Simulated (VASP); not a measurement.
# PtS2 in VASP: further runs, part 2 of 2

VASP 6.6.1. Earlier steps stand in the parts before.

## 4. Single point, PBE+D3(BJ)

File INCAR:

```
SYSTEM = PtS2
PREC = Accurate
ENCUT = 520
EDIFF = 1E-7
ISMEAR = 0
SIGMA = 0.02
LREAL = .False.
LASPH = .True.
NELM = 60
ALGO = Normal
ISIF = 2
LWAVE = .False.
LCHARG = .False.
LDIPOL = .True.
IDIPOL = 3
DIPOL = 0.5 0.5 0.500
GGA = PE
IVDW = 12
NBANDS = 18
```

File KPOINTS:

```
Automatic mesh
0
Gamma
  9 9 1
  0 0 0
```

File POSCAR:

```
PtS2
1.0
    3.5410000000      0.0000000000      0.0000000000
   -1.7705000000      3.0665959548      0.0000000000
    0.0000000000      0.0000000000     30.8254864268
S Pt
2 1
Direct
    0.6666666667      0.3333333333      0.4583137154
    0.3333333333      0.6666666667      0.5416862846
    0.0000000000      0.0000000000      0.5000000000
```

Potentials or basis: VASP PAW PBE potentials, release 64 (S, Pt).

Command:

```console
$ cat potpaw_PBE.64/S/POTCAR potpaw_PBE.64/Pt/POTCAR > POTCAR
$ mpirun -np 1 vasp_std > vasp.out
```

OUTCAR:

```text
SYSTEM = PtS2
   PREC = Accurate
   ENCUT = 520
   EDIFF = 1E-7
   ISMEAR = 0
   LREAL = .False.
   LASPH = .True.
   NELM = 60
   ISIF = 2
   GGA = PE
   IVDW = 12
 IVDW          = 12

 ion  position               nearest neighbor table
   1  0.667  0.333  0.458-   3 2.41   3 2.41   3 2.41
   2  0.333  0.667  0.542-   3 2.41   3 2.41   3 2.41
   3  0.000  0.000  0.500-   1 2.41   2 2.41   2 2.41   1 2.41   1 2.41   2 2.41

  LATTYP: Found a hexagonal cell.
 ALAT       =     3.5410000000
 C/A-ratio  =     8.7053054015

  Lattice vectors:

 A1 = (   3.5410000000,   0.0000000000,   0.0000000000)
 A2 = (  -1.7705000000,   3.0665959548,   0.0000000000)
 A3 = (   0.0000000000,   0.0000000000,  30.8254864268)

Analysis of symmetry for initial positions (statically):
=====================================================================
 Subroutine PRICEL returns:
 Original cell was already a primitive cell.

 Routine SETGRP: Setting up the symmetry group for a
 hexagonal supercell.

 Subroutine GETGRP returns: Found 12 space group operations
 (whereof 12 operations were pure point group operations)
[... 161 lines left out ...]
 cond. band min:      -2.5734793594   @ k =   0.2222  -0.0000   0.0000
 fundamental gap:      1.7864433167
 Fermi energy:        -4.2051180059

 k-point     1 :       0.0000    0.0000    0.0000
  band No.  band energies     occupation
      1     -18.1533      2.00000
      2     -16.1713      2.00000
      3      -9.5887      2.00000
      4      -9.5887      2.00000
      5      -9.5219      2.00000
      6      -7.0799      2.00000
[... 229 lines left out ...]
      5      -9.3203      2.00000
      6      -7.7232      2.00000
[... 10 lines left out ...]
     17       5.1557      0.00000
     18       5.3289      0.00000

------------------------ aborting loop because EDIFF is reached ----------------------------------------

 vacuum level on the upper side and lower side of the slab       (xc-potential included)        -0.010        -0.010

 Edisp (eV)   -0.82166

 E8    (eV) :    -0.3539

  FORCE on cell =-STRESS in cart. coord.  units (eV):
  Direction    XX          YY          ZZ          XY          YZ          ZX
  --------------------------------------------------------------------------------------
  -------------------------------------------------------------------------------------
  Total      -1.20197    -1.20197    -1.49308    -0.00000     0.00000    -0.00000
  in kB      -5.75322    -5.75322    -7.14663    -0.00000     0.00000    -0.00000
  external pressure =       -6.22 kB  Pullay stress =        0.00 kB

 VOLUME and BASIS-vectors are now :
 -----------------------------------------------------------------------------
  energy-cutoff  :      520.00
  volume of cell :      334.73
      direct lattice vectors                 reciprocal lattice vectors
     3.541000000  0.000000000  0.000000000     0.282406100  0.163047238  0.000000000
    -1.770500000  3.066595955  0.000000000     0.000000000  0.326094476  0.000000000
     0.000000000  0.000000000 30.825486427     0.000000000  0.000000000  0.032440688

 POSITION                                       TOTAL-FORCE (eV/Angst)
 -----------------------------------------------------------------------------------
      1.77050      1.02220     14.12774         0.000000     -0.000000      0.569874
     -0.00000      2.04440     16.69774        -0.000000      0.000000     -0.569874
      0.00000      0.00000     15.41274         0.000000      0.000000      0.000000
 -----------------------------------------------------------------------------------
    total drift:                                0.000000     -0.000000      0.000000

  FREE ENERGIE OF THE ION-ELECTRON SYSTEM (eV)
  ---------------------------------------------------
  free  energy   TOTEN  =       -16.2539896659 eV

  energy  without entropy=      -16.2539896659  energy(sigma->0) =      -16.25398967

 vacuum level on the upper side and lower side of the slab         1.983         1.983
```

OSZICAR:

```text
N       E                     dE             d eps       ncg     rms          rms(c)
DAV:   1     0.175577110772E+03    0.17558E+03   -0.69297E+03   432   0.859E+02
DAV:   2     0.506734704763E+01   -0.17051E+03   -0.15951E+03   700   0.155E+02
DAV:   3    -0.164039257744E+02   -0.21471E+02   -0.21309E+02   548   0.697E+01
[... 18 lines left out ...]
DAV:  22    -0.154323328253E+02   -0.82416E-06   -0.35226E-08   448   0.712E-04    0.172E-03
DAV:  23    -0.154323332999E+02   -0.47459E-06   -0.43607E-08   466   0.921E-04    0.683E-04
DAV:  24    -0.154323334568E+02   -0.15682E-06   -0.24982E-09   452   0.291E-04    0.469E-04
DAV:  25    -0.154323335647E+02   -0.10796E-06   -0.73948E-10   458   0.142E-04    0.235E-04
DAV:  26    -0.154323336588E+02   -0.94074E-07   -0.17449E-09   450   0.168E-04
   1 F= -.16253990E+02 E0= -.16253990E+02  d E =-.799855E-29
```

Run time: 3.3 min. Hardware: 1 thread of Intel Xeon Platinum 8488C (Sapphire Rapids), shared host; peak memory 0.47 GiB.

What came out:

- Free energy: -16.2540 eV
- Largest force: 0.570 eV/Å
- Band gap on the k mesh: 1.79 eV (least direct gap 1.87 eV)
- Dispersion energy per atom: -0.274 eV

Forces in eV/Å, atoms in the order of the input:
```
S    0.000  0.000  0.570
S    0.000  0.000 -0.570
Pt   0.000  0.000  0.000
```

Caveat: spin-orbit coupling is left out, which moves the levels of the heavy elements.

## 5. Single point, PBE+D3(BJ)

File INCAR:

```
ALGO = Normal
DIPOL = 0.5 0.5 0.500
EDIFF = 1E-6
ENCUT = 520
GGA = PE
IDIPOL = 3
ISIF = 2
ISMEAR = 0
IVDW = 12
LASPH = True
LCHARG = False
LDIPOL = True
LREAL = False
LWAVE = False
NBANDS = 18
NELM = 60
PREC = Accurate
SIGMA = 0.02
```

File KPOINTS:

```
k-points
0
Gamma
  9 9 1
```

File POSCAR:

```
PtS2
1.0
    3.5410000000      0.0000000000      0.0000000000
   -1.7705000000      3.0665959548      0.0000000000
    0.0000000000      0.0000000000     30.8254864268
S Pt
2 1
Direct
    0.6666666667      0.3333333333      0.4597086650
    0.3333333333      0.6666666667      0.5402913350
    0.0000000000      0.0000000000      0.5000000000
```

Command:

```console
$ cat potpaw_PBE.64/S/POTCAR potpaw_PBE.64/Pt/POTCAR > POTCAR
$ mpirun -np 1 vasp_std > vasp.out
```

Run time: 2.8 min. Hardware: 1 thread of Intel Xeon Platinum 8488C (Sapphire Rapids), shared host; peak memory 0.46 GiB.

It converged, with:

| Property | Result |
| --- | --- |
| Free energy | -16.2805 eV |
| Largest force | 0.038 eV/Å |
| Band gap on the k mesh | 1.84 eV (least direct gap 1.92 eV) |
| Dispersion energy per atom | -0.276 eV |

Forces on the atoms (eV/Å):
```
S    0.000  0.000  0.038
S    0.000  0.000 -0.038
Pt   0.000  0.000  0.000
```

Levels at points of the mesh, in eV from the valence-band top:
| k point | band 8 | band 9 | band 10 | band 11 | band 12 | band 13 | band 14 | band 15 |
| --- | --- | --- | --- | --- | --- | --- | --- | --- |
| (0.00, 0.00, 0.00) | -0.80 | -0.68 | -0.20 | -0.20 | 3.27 | 3.27 | 5.46 | 5.82 |

Caveat: spin-orbit coupling is left out, which moves the levels of the heavy elements.

## 6. Single point, PBE+D3(BJ)

This run uses another cell than the first one.

File INCAR:

```
PREC = Accurate
ENCUT = 520
EDIFF = 1E-7
ISMEAR = 0
SIGMA = 0.02
LREAL = False
LASPH = True
NELM = 60
ALGO = Normal
ISIF = 2
LWAVE = False
LCHARG = False
LDIPOL = True
IDIPOL = 3
DIPOL = 0.5 0.5 0.500
GGA = PE
IVDW = 12
NBANDS = 18
```

File KPOINTS:

```
regular mesh
0
Gamma
  9 9 1
```

File POSCAR:

```
PtS2
1.0
    3.5890000000      0.0000000000      0.0000000000
   -1.7945000000      3.1081651742      0.0000000000
    0.0000000000      0.0000000000     30.8254864268
S Pt
2 1
Direct
    0.6666666667      0.3333333333      0.4618173098
    0.3333333333      0.6666666667      0.5381826902
    0.0000000000      0.0000000000      0.5000000000
```

Potentials or basis: VASP PAW PBE potentials, release 64 (S, Pt).

Command:

```console
$ cat potpaw_PBE.64/S/POTCAR potpaw_PBE.64/Pt/POTCAR > POTCAR
$ mpirun -np 1 vasp_std > vasp.out
```

It took 3.5 min on 1 thread of Intel Xeon Platinum 8488C (Sapphire Rapids), shared host; peak memory 0.47 GiB.

Results (log left out):

```
Free energy                : -16.2493 eV
Largest force              : 0.449 eV/Å
Band gap on the k mesh     : 1.81 eV (least direct gap 1.85 eV)
Dispersion energy per atom : -0.271 eV
```

Forces on the atoms (eV/Å):
```
S    0.000  0.000 -0.449
S    0.000  0.000  0.449
Pt   0.000  0.000  0.000
```

Levels at points of the mesh, in eV from the valence-band top:
| k point | band 8 | band 9 | band 10 | band 11 | band 12 | band 13 | band 14 | band 15 |
| --- | --- | --- | --- | --- | --- | --- | --- | --- |
| (0.00, 0.00, 0.00) | -0.66 | -0.60 | -0.35 | -0.35 | 3.32 | 3.32 | 5.45 | 5.75 |

Caveat: spin-orbit coupling is left out, which moves the levels of the heavy elements.

## 7. The runs side by side

| cell | gap on the mesh (eV) | largest force (eV/Å) |
| --- | --- | --- |
| a = 3.541, b = 3.541, c = 30.825 Å, angles 90.0, 90.0, 120.0°, 3 atoms, atomic positions A | 1.88 | 0.54 |
| a = 3.541, b = 3.541, c = 30.825 Å, angles 90.0, 90.0, 120.0°, 3 atoms, atomic positions B | 1.84 | 0.04 |
| a = 3.541, b = 3.541, c = 30.825 Å, angles 90.0, 90.0, 120.0°, 3 atoms, atomic positions C | 1.79 | 0.57 |
| a = 3.589, b = 3.589, c = 30.825 Å, angles 90.0, 90.0, 120.0°, 3 atoms, atomic positions D | 1.81 | 0.45 |

Alike in all rows: task single point; level PBE+D3(BJ); potentials or basis VASP PAW PBE potentials, release 64 (S, Pt); no spin polarisation; k mesh 9 × 9 × 1; cutoff (eV) 520; smearing gaussian 0.02 eV.

Caveats: spin-orbit coupling is left out, which moves the levels of the heavy elements.

Total energies depend on the potentials used, so only differences within one code and one set of settings carry meaning.
